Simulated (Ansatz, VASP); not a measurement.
# One calculation of WS2, two programs

```
W S
1.0
     0.00000    2.96956    2.96956
     2.96956    0.00000    2.96956
     2.96956    2.96956    0.00000
W S
1 2
Direct
  0.00000 0.00000 0.00000
  0.25000 0.25000 0.25000
  0.75000 0.75000 0.75000
```

Change from the starting cell: ordered vacancies on the cation sites of caesium chloride (Fm-3m, No. 225).

Alike in both runs: functional PBE; k mesh 14 × 14 × 14; occupations gaussian, width 0.1 eV; collinear spin.

Ansatz relaxed the structure, and its values are those at the end. VASP's run is a single point on that final structure, the one shown.

|  | VASP | Ansatz |
| --- | --- | --- |
| version | VASP 6.6.1 | Ansatz 0.2.0 |
| potentials or method | VASP PAW PBE potentials, release 64 (W_sv, S), cutoff 520 eV | scalar-relativistic, plane waves, PAW |
| valence electrons in the cell | 26 | 26 |

```tsv
	VASP	Ansatz	Ansatz less VASP
gap on the k mesh at the Fermi level (eV)	none	none	-
pressure (GPa)	0.0	0.0	-0.05
net moment per atom (μB)	0.63	0.63	0.000
size of the moment on the site where the two differ most (μB)	1.48	1.23	-0.250
```

Site moments also hang on the region over which each program counts them. A gap of «none» marks a metal or a gap that the smearing closes.

Neither program's run includes spin-orbit coupling.
